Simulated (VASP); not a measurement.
# Sn3GeSe (R3m) in VASP: further runs

Runs on Sn3GeSe. Level: PBE. Tasks: single point, relaxation of cell and atoms.

All numbers are computed with VASP 6.6.1; they aren't measurements. Logs are shortened: lines on timing, memory, paths and dates and some standing lists are left out, and cuts for length are marked.

## Step 1: The cell of the first run

It takes space group R3m (No. 160, trigonal). Conventional cell: a = 7.178 Å, b = 7.178 Å, c = 9.112 Å, α = 90.00°, β = 90.00°, γ = 120.00°. Within 3.1 Å of Sn (site symmetry m) lie 2 Se at 2.36 to 2.80 Å. Ge (site symmetry 3m) has 12 Sn at 3.59 to 3.70 Å and 8 Se at 4.29 to 4.82 Å within 4.9 Å. Within 3.1 Å of Se (site symmetry 3m) lie 6 Sn at 2.36 to 2.80 Å.

The cell was generated, and may not be a known phase.

## Step 2: Single point, PBE

Input file INCAR:

```
SYSTEM = Sn3GeSe
  ALGO = Normal
  EDIFF = 1E-6
  ENCUT = 520
  GGA = PE
  ISIF = 2
  ISMEAR = 0
  LASPH = .True.
  LCHARG = .False.
  LREAL = .False.
  LWAVE = .False.
  NBANDS = 39
  NELM = 100
  PREC = Accurate
  SIGMA = 0.1
```

Input file KPOINTS:

```
k-points
0
Gamma
  3 3 3
  0 0 0
```

Input file POSCAR:

```
Sn3GeSe
1.0
    3.5891275300      2.0721837500      3.0373306600
   -3.5891275300      2.0721837500      3.0373306600
    0.0000000000     -4.1443674900      3.0373306600
Sn Ge Se
3 1 1
Direct
    0.5069299900      0.9987400200      0.5069299900
    0.5069299900      0.5069299900      0.9987400200
    0.9987400200      0.5069299900      0.5069299900
    0.0100000000      0.0100000000      0.0100000000
    0.5394300200      0.5394300200      0.5394300200
```

Potentials or basis: VASP PAW PBE potentials, release 64 (Sn_d, Ge_d, Se).

The run is started by

```
$ cat potpaw_PBE.64/Sn_d/POTCAR potpaw_PBE.64/Ge_d/POTCAR potpaw_PBE.64/Se/POTCAR > POTCAR
$ mpirun -np 1 vasp_std > vasp.out
```

OUTCAR:

```text
SYSTEM = Sn3GeSe
   EDIFF = 1E-6
   ENCUT = 520
   GGA = PE
   ISIF = 2
   ISMEAR = 0
   LASPH = .True.
   LREAL = .False.
   NELM = 100
   PREC = Accurate

 ion  position               nearest neighbor table
   1  0.507  0.999  0.507-   5 2.36   5 2.80   3 3.53   2 3.53   3 3.65   2 3.65   2 3.68   2 3.68
                             3 3.68   3 3.68
   2  0.507  0.507  0.999-   5 2.36   5 2.80   3 3.53   1 3.53   1 3.65   3 3.65   1 3.68   3 3.68
                             1 3.68   3 3.68
   3  0.999  0.507  0.507-   5 2.36   5 2.80   1 3.53   2 3.53   1 3.65   2 3.65   2 3.68   2 3.68
                             1 3.68   1 3.68
   4  0.010  0.010  0.010-
   5  0.539  0.539  0.539-   2 2.36   1 2.36   3 2.36   2 2.80   1 2.80   3 2.80

  LATTYP: Found a trigonal (rhomboedric) cell.
 ALAT       =     5.1382058571
 COS(alpha) =     0.0241461582

  Lattice vectors:

 A1 = (   3.5891275300,   2.0721837500,   3.0373306600)
 A2 = (  -3.5891275300,   2.0721837500,   3.0373306600)
 A3 = (   0.0000000000,  -4.1443674900,   3.0373306600)

Analysis of symmetry for initial positions (statically):
=====================================================================
 Subroutine PRICEL returns:
 Original cell was already a primitive cell.

 Routine SETGRP: Setting up the symmetry group for a
 trigonal (rhombohedral) supercell.

 Subroutine GETGRP returns: Found  6 space group operations
 (whereof  6 operations were pure point group operations)
 out of a pool of 12 trial point group operations.

The static configuration has the point symmetry C_3v.

Analysis of symmetry for dynamics (positions and initial velocities):
=====================================================================
 Subroutine PRICEL returns:
 Original cell was already a primitive cell.

 Routine SETGRP: Setting up the symmetry group for a
 trigonal (rhombohedral) supercell.

 Subroutine GETGRP returns: Found  6 space group operations
 (whereof  6 operations were pure point group operations)
 out of a pool of 12 trial point group operations.

The dynamic configuration has the point symmetry C_3v.

 Subroutine INISYM returns: Found  6 space group operations
 (whereof  6 operations are pure point group operations),
 and found     1 'primitive' translations

----------------------------------------------------------------------------------------

                                     Primitive cell

  volume of cell :     135.5378

  direct lattice vectors                    reciprocal lattice vectors
     3.589127530  2.072183750  3.037330660     0.139309622  0.080430448  0.109745487
    -3.589127530  2.072183750  3.037330660    -0.139309622  0.080430448  0.109745487
     0.000000000 -4.144367490  3.037330660     0.000000000 -0.160860896  0.109745487

  length of vectors
     5.138205860  5.138205860  5.138205857     0.194731353  0.194731353  0.194731353

  position of ions in fractional coordinates (direct lattice)
     0.506929990  0.998740020  0.506929990
     0.506929990  0.506929990  0.998740020
     0.998740020  0.506929990  0.506929990
     0.010000000  0.010000000  0.010000000
     0.539430020  0.539430020  0.539430020

  ion indices of the primitive-cell ions
   primitive index   ion index
                 1           1
                 2           2
                 3           3
                 4           4
                 5           5

----------------------------------------------------------------------------------------

 KPOINTS: k-points

Automatic generation of k-mesh.
 Grid dimensions read from file:
 generate k-points for:    3    3    3

 Generating k-lattice:

  Cartesian coordinates                     Fractional coordinates (reciprocal lattice)
     0.046436541  0.026810149  0.036581829     0.333333333  0.000000000  0.000000000
    -0.046436541  0.026810149  0.036581829     0.000000000  0.333333333  0.000000000
     0.000000000 -0.053620299  0.036581829    -0.000000000 -0.000000000  0.333333333

  Length of vectors
     0.064910451  0.064910451  0.064910451

  Shift w.r.t. Gamma in fractional coordinates (k-lattice)
     0.000000000  0.000000000  0.000000000

 Subroutine IBZKPT returns following result:
 ===========================================

 Found      6 irreducible k-points:

 Following reciprocal coordinates:
            Coordinates               Weight
  0.000000  0.000000  0.000000      1.000000
  0.333333 -0.000000 -0.000000      6.000000
  0.333333  0.333333 -0.000000      6.000000
 -0.333333  0.333333  0.000000      6.000000
  0.333333  0.333333  0.333333      2.000000
 -0.333333  0.333333  0.333333      6.000000
   k-points           NKPTS =      6   k-points in BZ     NKDIM =      6   number of bands    NBANDS=     39
   number of dos      NEDOS =    301   number of ions     NIONS =      5
   total plane-waves  NPLWV =  64000
   dimension x,y,z NGX =    40 NGY =   40 NGZ =   40
   dimension x,y,z NGXF=    80 NGYF=   80 NGZF=   80
   ions per type =               3   1   1
   NGX,Y,Z   is equivalent  to a cutoff of  12.94, 12.94, 12.94 a.u.
   NGXF,Y,Z  is equivalent  to a cutoff of  25.88, 25.88, 25.88 a.u.
 SYSTEM =  Sn3GeSe
   PREC   = accura    normal or accurate (medium, high low for compatibility)
   ISTART =      0    job   : 0-new  1-cont  2-samecut
   ICHARG =      2    charge: 1-file 2-atom 10-const
   ISPIN  =      1    spin polarized calculation?
   LNONCOLLINEAR =      F non collinear calculations
   LSORBIT =      F    spin-orbit coupling
   LASPH  =      T    aspherical Exc in radial PAW
   ENCUT  =  520.0 eV  38.22 Ry    6.18 a.u.   9.55  9.55  9.55*2*pi/ulx,y,z
   NELM   =    100;   NELMIN=  2; NELMDL= -5     # of ELM steps
   EDIFF  = 0.1E-05   stopping-criterion for ELM
   LREAL  =      F    real-space projection
   EDIFFG = 0.1E-04   stopping-criterion for IOM
   NSW    =      0    number of steps for IOM
   IBRION =     -1    ionic relax: 0-MD 1-quasi-New 2-CG
   NFREE  =      0    steps in history (QN), initial steepest desc. (CG)
   ISIF   =      2    stress and relaxation
   ISYM   =      2    0-nonsym 1-usesym 2-fastsym
   POTIM  = 0.5000    time-step for ionic-motion
   TEBEG  =    0.0;   TEEND  =   0.0 temperature during run
   PSTRESS=    0.0 pullay stress
   NELECT =      62.0000    total number of electrons
   NUPDOWN=      -1.0000    fix difference up-down
   EMIN   =  10.00;   EMAX   =-10.00  energy-range for DOS
   EFERMI =   0.00;   METHOD = LEGACY
   ISMEAR =     0;   SIGMA  =   0.10  broadening in eV -4-tet -1-fermi 0-gaus
   EFERMI_NEDOS =   21; number of points for ismear=-14 and -15
   IALGO  =     38    algorithm
   IMIX   =      4    mixing-type and parameters
     AMIX     =   0.40;   BMIX     =  1.00
     AMIX_MAG =   1.60;   BMIX_MAG =  1.00
  volume/ion in A,a.u.               =      27.11       182.93
  Fermi-wavevector in a.u.,A,eV,Ry     =   1.261397  2.383695 21.648545  1.591123
  Thomas-Fermi vector in A             =   2.394858
   LORBIT       =      0    0 simple, 1 ext, 2 COOP (PROOUT), +10 PAW based schemes
   GGA     = PE    functional components
   LHFCALC =     F    Hartree Fock is set to
   AEXX    =    0.0000 exact exchange contribution
   IVDW    =     0    specifies the selected vdW correction
   LEPSILON=     F    determine dielectric tensor
   LRPA    =     F    only Hartree local field effects (RPA)
 non-spin polarized calculation
 Gauss-broadening in eV      SIGMA  =   0.10
  energy-cutoff  :      520.00
  volume of cell :      135.54
 maximum number of plane-waves:      3683
 NGX is ok and might be reduce to    40
   NGX = 19   NGY = 19   NGZ = 19

 number of electron      62.0000011 magnetization

 Free energy of the ion-electron system (eV)
  ---------------------------------------------------
  ext. energy  EPLUGINS =         0.00000000
  ---------------------------------------------------
  free energy    TOTEN  =       -15.52576658 eV

  energy without entropy =      -15.49429157  energy(sigma->0) =      -15.51002908

 E-fermi :   6.3285     XC(G=0):  -9.8397

 val. band max:        6.3157126877   @ k =  -0.3333   0.3333   0.0000
 cond. band min:       6.3697441123   @ k =   0.3333   0.3333  -0.0000
 fundamental gap:      0.0540314245
 Fermi energy:         6.3284515336

 k-point     1 :       0.0000    0.0000    0.0000
  band No.  band energies     occupation
      1     -18.5352      2.00000
      2     -18.5331      2.00000
      3     -18.5331      2.00000
      4     -18.5281      2.00000
      5     -18.5281      2.00000
      6     -15.6958      2.00000
[... 31 lines left out ...]
     38      10.5107      0.00000
     39      10.6726      0.00000

 k-point     2 :       0.3333   -0.0000   -0.0000
  band No.  band energies     occupation
      1     -18.5351      2.00000
      2     -18.5331      2.00000
      3     -18.5330      2.00000
      4     -18.5280      2.00000
      5     -18.5280      2.00000
      6     -15.6402      2.00000
[... 31 lines left out ...]
     38      10.5840      0.00000
     39      10.8122      0.00000

 k-point     3 :       0.3333    0.3333   -0.0000
  band No.  band energies     occupation
      1     -18.5351      2.00000
      2     -18.5330      2.00000
      3     -18.5329      2.00000
      4     -18.5281      2.00000
      5     -18.5279      2.00000
      6     -15.5939      2.00000
[... 31 lines left out ...]
     38      10.5020      0.00000
     39      11.4821      0.00000

 k-point     4 :      -0.3333    0.3333    0.0000
  band No.  band energies     occupation
      1     -18.5351      2.00000
      2     -18.5331      2.00000
      3     -18.5329      2.00000
      4     -18.5280      2.00000
      5     -18.5279      2.00000
      6     -15.5888      2.00000
[... 31 lines left out ...]
     38      10.6650      0.00000
     39      11.2658      0.00000

 k-point     5 :       0.3333    0.3333    0.3333
  band No.  band energies     occupation
      1     -18.5352      2.00000
      2     -18.5329      2.00000
      3     -18.5329      2.00000
      4     -18.5280      2.00000
      5     -18.5280      2.00000
      6     -15.5656      2.00000
[... 31 lines left out ...]
     38      10.4937      0.00000
     39      10.8255      0.00000

 k-point     6 :      -0.3333    0.3333    0.3333
  band No.  band energies     occupation
      1     -18.5352      2.00000
      2     -18.5330      2.00000
      3     -18.5329      2.00000
      4     -18.5280      2.00000
      5     -18.5280      2.00000
      6     -15.5533      2.00000
[... 31 lines left out ...]
     38      10.5546      0.00000
     39      10.9073      0.00000

------------------------ aborting loop because EDIFF is reached ----------------------------------------

  FORCE on cell =-STRESS in cart. coord.  units (eV):
  Direction    XX          YY          ZZ          XY          YZ          ZX
  --------------------------------------------------------------------------------------
  -------------------------------------------------------------------------------------
  Total       11.9241366     11.9241366      9.3393863      0.0000000      0.0000000      0.0000000
  in kB      140.9538835    140.9538836    110.3998398      0.0000000      0.0000001      0.0000000
  external PRESSURE =     130.7692023 kB  Pullay stress =       0.0000000 kB

 VOLUME and BASIS-vectors are now :
 -----------------------------------------------------------------------------
  energy-cutoff  :      520.00
  volume of cell :      135.54
      direct lattice vectors                 reciprocal lattice vectors
     3.589127530  2.072183750  3.037330660     0.139309622  0.080430448  0.109745487
    -3.589127530  2.072183750  3.037330660    -0.139309622  0.080430448  0.109745487
     0.000000000 -4.144367490  3.037330660     0.000000000 -0.160860896  0.109745487

 POSITION                                       TOTAL-FORCE (eV/Angst)
 -----------------------------------------------------------------------------------
     -1.76517      1.01912      6.11293        -2.582308      1.490896      1.562585
      0.00000     -2.03824      6.11293        -0.000000     -2.981792      1.562585
      1.76517      1.01912      6.11293         2.582308      1.490896      1.562585
      0.00000      0.00000      0.09112        -0.000000      0.000000      0.019758
      0.00000      0.00000      4.91528        -0.000000     -0.000000     -4.707513
 -----------------------------------------------------------------------------------
    total drift:                               -0.000000      0.000011      0.000567

  FREE ENERGIE OF THE ION-ELECTRON SYSTEM (eV)
  ---------------------------------------------------
  free  energy   TOTEN  =       -15.5257665813 eV

  energy  without entropy=      -15.4942915696  energy(sigma->0) =      -15.51002908
```

It took 45 s on 1 thread of Oxide Virtual Turin-like, shared host; peak memory 0.22 GiB.

Results:

| Item | Value |
| --- | --- |
| Free energy | -15.5258 eV |
| Pressure | 13.1 GPa |
| Largest force | 4.708 eV/Å |
| Band gap on the k mesh | zero (bands 31 and 32 overlap by 0.29 eV) |

Forces on the atoms (eV/Å):
```
Sn  -2.582  1.491  1.563
Sn   0.000 -2.982  1.563
Sn   2.582  1.491  1.563
Ge   0.000  0.000  0.020
Se   0.000  0.000 -4.708
```

Levels at points of the mesh, in eV from the Fermi level:
```tsv
k point	band 27	band 28	band 29	band 30	band 31	band 32	band 33	band 34	band 35	band 36
(0.00, 0.00, 0.00)	-5.25	-4.61	-0.98	-0.98	-0.92	1.33	1.33	1.83	3.90	3.91
```

Caveat: the k points lie up to 0.41 Å⁻¹ apart; spin-orbit coupling is left out, which moves the levels of the heavy elements; forces of over 1 eV/Å act on the atoms, so gaps and moduli don't describe the material at rest.

## Step 3: Single point, PBE

This run uses another cell than the first one, of 33.62 Å³/atom.

Input file INCAR:

```
SYSTEM = Sn3GeSe
  PREC = Accurate
  ENCUT = 520
  EDIFF = 1E-7
  ISMEAR = 0
  SIGMA = 0.1
  LREAL = .False.
  LASPH = .True.
  NELM = 80
  ALGO = Normal
  ISIF = 2
  LWAVE = .False.
  LCHARG = .False.
  GGA = PE
  NBANDS = 39
```

Input file KPOINTS:

```
Automatic mesh
0
Gamma
  3 3 3
  0 0 0
```

Input file POSCAR:

```
Sn3GeSe
1.0
    3.3087333626      1.9102981000      4.4331895383
   -3.3087333626      1.9102981000      4.4331895383
    0.0000000000     -3.8205961928      4.4331895415
Sn Ge Se
3 1 1
Direct
    0.4884572687      0.9553854473      0.4884572687
    0.4884572687      0.4884572687      0.9553854473
    0.9553854473      0.4884572687      0.4884572687
    0.1649068716      0.1649068716      0.1649068716
    0.4648231638      0.4648231638      0.4648231638
```

Potentials or basis: VASP PAW PBE potentials, release 64 (Sn_d, Ge_d, Se).

The run is started by

```
$ cat potpaw_PBE.64/Sn_d/POTCAR potpaw_PBE.64/Ge_d/POTCAR potpaw_PBE.64/Se/POTCAR > POTCAR
$ mpirun -np 1 vasp_std > vasp.out
```

OUTCAR:

```text
SYSTEM = Sn3GeSe
   PREC = Accurate
   ENCUT = 520
   EDIFF = 1E-7
   ISMEAR = 0
   LREAL = .False.
   LASPH = .True.
   NELM = 80
   ISIF = 2
   GGA = PE

 ion  position               nearest neighbor table
   1  0.488  0.955  0.488-   4 2.81   5 2.89   5 2.98   3 3.09   2 3.09   3 3.53   2 3.53
   2  0.488  0.488  0.955-   4 2.81   5 2.89   5 2.98   1 3.09   3 3.09   1 3.53   3 3.53
   3  0.955  0.488  0.488-   4 2.81   5 2.89   5 2.98   1 3.09   2 3.09   1 3.53   2 3.53
   4  0.165  0.165  0.165-   2 2.81   1 2.81   3 2.81
   5  0.465  0.465  0.465-   1 2.89   3 2.89   2 2.89   3 2.98   1 2.98   2 2.98

  LATTYP: Found a trigonal (rhomboedric) cell.
 ALAT       =     5.8523606159
 COS(alpha) =     0.3607196157

  Lattice vectors:

 A1 = (   3.3087333626,   1.9102981000,   4.4331895383)
 A2 = (  -3.3087333626,   1.9102981000,   4.4331895383)
 A3 = (   0.0000000000,  -3.8205961928,   4.4331895415)

Analysis of symmetry for initial positions (statically):
=====================================================================
 Subroutine PRICEL returns:
 Original cell was already a primitive cell.

 Routine SETGRP: Setting up the symmetry group for a
 trigonal (rhombohedral) supercell.

 Subroutine GETGRP returns: Found  6 space group operations
[... 157 lines left out ...]
 fundamental gap:      0.1581269315
 Fermi energy:         4.2840141530

 k-point     1 :       0.0000    0.0000    0.0000
  band No.  band energies     occupation
      1     -20.2180      2.00000
      2     -20.2180      2.00000
      3     -20.1984      2.00000
      4     -20.1984      2.00000
      5     -20.1852      2.00000
      6     -17.4707      2.00000
[... 241 lines left out ...]
     38       8.2090      0.00000
     39       8.5662      0.00000

------------------------ aborting loop because EDIFF is reached ----------------------------------------

  FORCE on cell =-STRESS in cart. coord.  units (eV):
  Direction    XX          YY          ZZ          XY          YZ          ZX
  --------------------------------------------------------------------------------------
  -------------------------------------------------------------------------------------
  Total       -0.0118637     -0.0118637      0.2190598      0.0000000      0.0000000      0.0000000
  in kB       -0.1130579     -0.1130579      2.0875781      0.0000000      0.0000000      0.0000000
  external PRESSURE =       0.6204874 kB  Pullay stress =       0.0000000 kB

 VOLUME and BASIS-vectors are now :
 -----------------------------------------------------------------------------
  energy-cutoff  :      520.00
  volume of cell :      168.12
      direct lattice vectors                 reciprocal lattice vectors
     3.308733363  1.910298100  4.433189538     0.151115229  0.087246418  0.075190409
    -3.308733363  1.910298100  4.433189538    -0.151115229  0.087246418  0.075190409
     0.000000000 -3.820596193  4.433189541     0.000000000 -0.174492836  0.075190409

 POSITION                                       TOTAL-FORCE (eV/Angst)
 -----------------------------------------------------------------------------------
     -1.54494      0.89197      8.56625         0.005453     -0.003148      0.010930
      0.00000     -1.78394      8.56625         0.000000      0.006296      0.010930
      1.54494      0.89197      8.56625        -0.005453     -0.003148      0.010930
      0.00000      0.00000      2.19319         0.000000     -0.000000     -0.029816
      0.00000      0.00000      6.18195         0.000000     -0.000000     -0.002975
 -----------------------------------------------------------------------------------
    total drift:                               -0.000000      0.000000     -0.000525

  FREE ENERGIE OF THE ION-ELECTRON SYSTEM (eV)
  ---------------------------------------------------
  free  energy   TOTEN  =       -18.7884781185 eV

  energy  without entropy=      -18.7750575019  energy(sigma->0) =      -18.78176781
```

Run time: 51 s. Hardware: 1 thread of Oxide Virtual Turin-like, shared host; peak memory 0.29 GiB.

Results:

| Property | Result |
| --- | --- |
| Free energy | -18.7885 eV |
| Pressure | 0.1 GPa |
| Largest force | 0.030 eV/Å |
| Band gap on the k mesh | 0.16 eV |

Forces on the atoms (eV/Å):
```
Sn   0.005 -0.003  0.011
Sn   0.000  0.006  0.011
Sn  -0.005 -0.003  0.011
Ge   0.000  0.000 -0.030
Se   0.000  0.000 -0.003
```

Levels at points of the mesh, in eV from the valence-band top:
```csv
k point,band 27,band 28,band 29,band 30,band 31,band 32,band 33,band 34,band 35,band 36
"(0.00, 0.00, 0.00)",-4.21,-4.21,-2.05,-1.21,-1.21,0.95,0.95,2.18,3.47,3.47
```

Caveat: semilocal functionals underestimate gaps, and a narrow one can read as zero; spin-orbit coupling is left out, which moves the levels of the heavy elements. A k mesh can miss the band edges.

(Part 1 of 2 ends here.)

The gap in the log of VASP goes by the Fermi energy; the results here count the filled bands.